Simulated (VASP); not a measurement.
## Na4Au: single point with PBE

Na4Au:

```xyz
5
Lattice="-3.4807 3.4807 3.4807 3.4807 -3.4807 3.4807 3.4807 3.4807 -3.4807" Properties=species:S:1:pos:R:3 pbc="T T T"
Na    1.7404    1.7404    1.7404
Na    1.7404    1.7404   -1.7404
Na    1.7404   -1.7404    1.7404
Na   -1.7404    1.7404    1.7404
Au    0.0000    0.0000    0.0000
```

```
Program             : VASP 6.6.1
Task                : single point
Functional          : PBE
Potentials or basis : VASP PAW PBE potentials, release 64 (Na_pv, Au)
Cutoff              : 520 eV
k mesh              : 8 × 8 × 8
Occupations         : gaussian, width 0.1 eV
Spin                : no spin polarisation
```

```
Pressure : 0.0 GPa
```

Levels at points of the mesh, in eV from the Fermi level:
```csv
k point,band 16,band 17,band 18,band 19,band 20,band 21,band 22,band 23
"(0.00, 0.00, 0.00)",-3.97,-3.84,-3.84,0.47,1.66,1.66,1.66,3.02
"(0.50, 0.00, 0.00)",-3.85,-3.83,-3.71,-1.61,0.83,0.85,1.06,2.20
"(0.50, 0.50, 0.50)",-3.88,-3.88,-3.39,-0.31,-0.31,-0.31,0.53,0.53
```

Run time: 3.1 min on 1 thread of AMD EPYC 9755 128-Core Processor (shared host), peak memory 0.36 GiB.

Caveat: spin-orbit coupling is left out, which moves the levels of the heavy elements.
